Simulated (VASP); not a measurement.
# TaSiO4 (F-43m) in VASP: a series of runs, part 2 of 2

VASP 6.6.1.

## Step 5: Relaxation of cell and atoms, PBE

This run uses another cell than the first one, of 10.58 Å³/atom, 1.057 times its volume.

File INCAR:

```
SYSTEM = TaSiO4
  PREC = Accurate
  ENCUT = 600
  EDIFF = 1E-6
  ISMEAR = 0
  SIGMA = 0.1
  LREAL = .FALSE.
  LASPH = .TRUE.
  NELM = 80
  ALGO = Normal
  ISIF = 3
  LWAVE = .FALSE.
  LCHARG = .FALSE.
  GGA = PE
  IBRION = 2
  NSW = 90
  EDIFFG = -0.04
```

File KPOINTS:

```
regular mesh
0
G
  6 6 6
  0 0 0
```

File POSCAR:

```
TaSiO4
1.0
    0.0000000000      3.1664547400      3.1664547400
    3.1664547400      0.0000000000      3.1664547400
    3.1664547400      3.1664547400      0.0000000000
Ta Si O
1 1 4
Direct
    0.7500000000      0.7500000000      0.7500000000
    0.0000000000      0.0000000000      0.0000000000
    0.3741004100      0.8776987800      0.3741004100
    0.3741004100      0.3741004100      0.8776987800
    0.3741004100      0.3741004100      0.3741004100
    0.8776987800      0.3741004100      0.3741004100
```

Potentials or basis: VASP PAW PBE potentials, release 64 (Ta_pv, Si, O).

Run with:

```console
> cat potpaw_PBE.64/Ta_pv/POTCAR potpaw_PBE.64/Si/POTCAR potpaw_PBE.64/O/POTCAR > POTCAR
> mpirun -np 1 vasp_std > vasp.out
```

OUTCAR:

```text
SYSTEM = TaSiO4
   PREC = Accurate
   ENCUT = 600
   EDIFF = 1E-6
   ISMEAR = 0
   LREAL = .FALSE.
   LASPH = .TRUE.
   NELM = 80
   ISIF = 3
   GGA = PE
   IBRION = 2
   NSW = 90
   EDIFFG = -0.04

 ion  position               nearest neighbor table
   1  0.750  0.750  0.750-   3 2.63   4 2.63   6 2.63   5 2.63   5 2.63   5 2.63   3 2.63   3 2.63
                             6 2.63   4 2.63   4 2.63   6 2.63   2 2.74   2 2.74   2 2.74   2 2.74
   2  0.000  0.000  0.000-   1 2.74   1 2.74   1 2.74   1 2.74
   3  0.374  0.878  0.374-   1 2.63   1 2.63   1 2.63
   4  0.374  0.374  0.878-   1 2.63   1 2.63   1 2.63
   5  0.374  0.374  0.374-   1 2.63   1 2.63   1 2.63
   6  0.878  0.374  0.374-   1 2.63   1 2.63   1 2.63

  LATTYP: Found a face centered cubic cell.
 ALAT       =     6.3329094800

  Lattice vectors:

 A1 = (   0.0000000000,   3.1664547400,   3.1664547400)
 A2 = (   3.1664547400,   0.0000000000,   3.1664547400)
 A3 = (   3.1664547400,   3.1664547400,   0.0000000000)

Analysis of symmetry for initial positions (statically):
[... 5 lines left out ...]
 face centered cubic supercell.

 Subroutine GETGRP returns: Found 24 space group operations
 (whereof 24 operations were pure point group operations)
 out of a pool of 48 trial point group operations.

The static configuration has the point symmetry T_d .

Analysis of symmetry for dynamics (positions and initial velocities):
[... 5 lines left out ...]
 face centered cubic supercell.

 Subroutine GETGRP returns: Found 24 space group operations
 (whereof 24 operations were pure point group operations)
 out of a pool of 48 trial point group operations.

The dynamic configuration has the point symmetry T_d .

 Subroutine INISYM returns: Found 24 space group operations
 (whereof 24 operations are pure point group operations),
 and found     1 'primitive' translations

----------------------------------------------------------------------------------------

                                     Primitive cell

  volume of cell :      63.4965

[... 94 lines left out ...]
   ISYM   =      2    0-nonsym 1-usesym 2-fastsym
   POTIM  = 0.5000    time-step for ionic-motion
   TEBEG  =    0.0;   TEEND  =   0.0 temperature during run
   PSTRESS=    0.0 pullay stress
   NELECT =      39.0000    total number of electrons
   NUPDOWN=      -1.0000    fix difference up-down
   EMIN   =  10.00;   EMAX   =-10.00  energy-range for DOS
   EFERMI =   0.00;   METHOD = LEGACY
   ISMEAR =     0;   SIGMA  =   0.10  broadening in eV -4-tet -1-fermi 0-gaus
   EFERMI_NEDOS =   21; number of points for ismear=-14 and -15
   IALGO  =     38    algorithm
   IMIX   =      4    mixing-type and parameters
     AMIX     =   0.40;   BMIX     =  1.00
     AMIX_MAG =   1.60;   BMIX_MAG =  1.00
  volume/ion in A,a.u.               =      10.58        71.42
  Fermi-wavevector in a.u.,A,eV,Ry     =   1.391596  2.629735 26.348208  1.936539
  Thomas-Fermi vector in A             =   2.515420
   LORBIT       =      0    0 simple, 1 ext, 2 COOP (PROOUT), +10 PAW based schemes
   GGA     = PE    functional components
   LHFCALC =     F    Hartree Fock is set to
   AEXX    =    0.0000 exact exchange contribution
   IVDW    =     0    specifies the selected vdW correction
   LEPSILON=     F    determine dielectric tensor
   LRPA    =     F    only Hartree local field effects (RPA)
 conjugate gradient relaxation of ions
 non-spin polarized calculation
 Gauss-broadening in eV      SIGMA  =   0.10
  energy-cutoff  :      600.00
  volume of cell :       63.50
 maximum number of plane-waves:      2138
   NGX = 17   NGY = 17   NGZ = 17

--------------------------------------- Ionic step        1  -------------------------------------------

 number of electron      39.0000013 magnetization

 Free energy of the ion-electron system (eV)
  ---------------------------------------------------
  ext. energy  EPLUGINS =         0.00000000
  ---------------------------------------------------
  free energy    TOTEN  =       -32.68951188 eV

  energy without entropy =      -32.65874572  energy(sigma->0) =      -32.67412880

------------------------ aborting loop because EDIFF is reached ----------------------------------------

  FORCE on cell =-STRESS in cart. coord.  units (eV):
  Direction    XX          YY          ZZ          XY          YZ          ZX
  --------------------------------------------------------------------------------------
  -------------------------------------------------------------------------------------
  Total       -3.6075069     -3.6075069     -3.6075069      0.0000000     -0.0000000     -0.0000000
  in kB      -91.0265135    -91.0265135    -91.0265135      0.0000000     -0.0000000     -0.0000000
  external PRESSURE =     -91.0265135 kB  Pullay stress =       0.0000000 kB
[... 147 lines left out ...]
--------------------------------------- Ionic step        5  -------------------------------------------

 number of electron      39.0000000 magnetization

 Free energy of the ion-electron system (eV)
  ---------------------------------------------------
  ext. energy  EPLUGINS =         0.00000000
  ---------------------------------------------------
  free energy    TOTEN  =       -32.82137107 eV

  energy without entropy =      -32.79277010  energy(sigma->0) =      -32.80707058

 E-fermi :   6.4933     XC(G=0): -12.3277

 val. band max:        6.4922707553   @ k =   0.5000   0.3333   0.1667
 cond. band min:       6.5734454028   @ k =   0.3333   0.1667   0.0000
 fundamental gap:      0.0811746475
 Fermi energy:         6.4932545058

 k-point     1 :       0.0000    0.0000    0.0000
  band No.  band energies     occupation
      1     -29.2354      2.00000
      2     -29.2354      2.00000
      3     -29.2354      2.00000
      4     -14.4855      2.00000
      5     -10.4640      2.00000
      6     -10.4640      2.00000
[... 438 lines left out ...]
  FREE ENERGIE OF THE ION-ELECTRON SYSTEM (eV)
  ---------------------------------------------------
  free  energy   TOTEN  =       -32.8213710736 eV

  energy  without entropy=      -32.7927700954  energy(sigma->0) =      -32.80707058

 reached required accuracy - stopping structural energy minimisation
```

OSZICAR:

```text
N       E                     dE             d eps       ncg     rms          rms(c)
DAV:   1     0.314912989095E+03    0.31491E+03   -0.23613E+04   736   0.185E+03
DAV:   2    -0.153864342674E+02   -0.33030E+03   -0.32378E+03   855   0.432E+02
DAV:   3    -0.417117768278E+02   -0.26325E+02   -0.25968E+02  1018   0.106E+02
DAV:   4    -0.422503148524E+02   -0.53854E+00   -0.52241E+00   751   0.165E+01
[... 57 lines left out ...]
DAV:   3    -0.328216512631E+02    0.20703E-02   -0.14581E-02  1033   0.452E-01    0.149E-01
DAV:   4    -0.328213967238E+02    0.25454E-03   -0.77174E-04   800   0.198E-01    0.466E-02
DAV:   5    -0.328213742391E+02    0.22485E-04   -0.97161E-05   884   0.655E-02    0.167E-02
DAV:   6    -0.328213718600E+02    0.23791E-05   -0.83671E-06   863   0.197E-02    0.755E-03
DAV:   7    -0.328213710736E+02    0.78641E-06   -0.15438E-06   424   0.743E-03
   5 F= -.32821371E+02 E0= -.32807071E+02  d E =-.247159E-02
```

CONTCAR:

```text
TaSiO4
   1.00000000000000
    -0.0000000000000000    3.1061899471781143    3.1061899471781143
     3.1061899471781143   -0.0000000000000000    3.1061899471781143
     3.1061899471781143    3.1061899471781143    0.0000000000000000
  Ta              Si              O
     1     1     4
Direct
     0.7500000000000000    0.7500000000000000    0.7500000000000000
     0.0000000000000000    0.0000000000000000    0.0000000000000000
     0.3764267524372630    0.8707197526882046    0.3764267524372630
     0.3764267524372630    0.3764267524372630    0.8707197526882046
     0.3764267524372630    0.3764267524372630    0.3764267524372630
     0.8707197526882046    0.3764267524372630    0.3764267524372630

  0.00000000E+00  0.00000000E+00  0.00000000E+00
  0.00000000E+00  0.00000000E+00  0.00000000E+00
  0.00000000E+00  0.00000000E+00  0.00000000E+00
  0.00000000E+00  0.00000000E+00  0.00000000E+00
  0.00000000E+00  0.00000000E+00  0.00000000E+00
  0.00000000E+00  0.00000000E+00  0.00000000E+00
```

It took 2.6 min on 1 thread of Intel Xeon Platinum 8259CL at 2.50GHz (Skylake/Cascade Lake), shared host; peak memory 0.22 GiB.

Results:

```yaml
Free_energy: -32.8214 eV
Relaxed_volume: 9.99 Å³/atom
Relaxed_cell: a = 4.393 Å, b = 4.393 Å, c = 4.393 Å, α = 60.00°, β = 60.00°, γ = 60.00°
Space_group_after_relaxing_to_0.05_Å: F-43m (No. 216)
Energy_gained_by_relaxing: 22.0 meV/atom
Ionic_steps: 5
Pressure_after_relaxing: 0.2 GPa
Largest_force_after_relaxing: 0.032 eV/Å
```

Forces on the atoms (eV/Å):
```
Ta   0.000  0.000  0.000
Si   0.000  0.000  0.000
O    0.019 -0.019  0.019
O    0.019  0.019 -0.019
O   -0.019 -0.019 -0.019
O   -0.019  0.019  0.019
```

Step by step:
```tsv
step	energy change (eV)	largest force (eV/Å)	pressure (GPa)	volume (Å³)
1	0.0000	0.5312	-9.10	63.50
2	-0.0966	0.0727	6.22	58.13
3	-0.1294	0.1657	0.48	59.83
4	-0.1294	0.1566	0.69	59.76
5	-0.1319	0.0323	0.22	59.94
```

Final structure:
```
Ta Si O
1.0
     0.00000    3.10619    3.10619
     3.10619    0.00000    3.10619
     3.10619    3.10619    0.00000
Ta Si O
1 1 4
Cartesian
  4.6593 4.6593 4.6593
  0.0000 0.0000 0.0000
  3.8739 2.3385 3.8739
  3.8739 3.8739 2.3385
  2.3385 2.3385 2.3385
  2.3385 3.8739 3.8739
```

Levels at points of the mesh, in eV from the Fermi level:
```tsv
k point	band 16	band 17	band 18	band 19	band 20	band 21	band 22	band 23
(0.00, 0.00, 0.00)	-0.52	-0.52	-0.50	-0.50	-0.50	0.93	0.93	0.93
(0.50, 0.00, 0.00)	-3.11	-2.35	-0.46	0.36	0.36	0.84	0.84	0.85
(0.50, 0.50, 0.00)	-2.96	-2.96	-1.21	-0.38	-0.38	0.35	0.43	0.43
```

Caveat: spin-orbit coupling is left out, which moves the levels of the heavy elements; an odd number of electrons without spin polarisation forces a metal; a magnetic or distorted state may lie lower.

## Step 6: Overview

```csv
task,cell,k mesh,cutoff (eV),gap on the mesh (eV),pressure (GPa),largest force (eV/Å)
single point,"a = 4.397 Å, angles 60.0°, 6 atoms",6 × 6 × 6,520,none,-0.1,-
single point,"a = 4.478 Å, angles 60.0°, 6 atoms",6 × 6 × 6,520,none,-9.0,0.53
single point,"a = 4.397 Å, angles 60.0°, 6 atoms",10 × 10 × 10,520,none,-0.1,0.02
relaxation of cell and atoms,"relaxed from a = 4.478 Å, angles 60.0°, 6 atoms",6 × 6 × 6,600,none,0.2,0.03
```

Alike in all rows: level PBE; potentials or basis VASP PAW PBE potentials, release 64 (Ta_pv, Si, O); no spin polarisation; smearing gaussian 0.1 eV.

Caveats: spin-orbit coupling is left out, which moves the levels of the heavy elements; an odd number of electrons without spin polarisation forces a metal; a magnetic or distorted state may lie lower.

Total energies depend on the potentials used, so only differences within one code and one set of settings carry meaning.
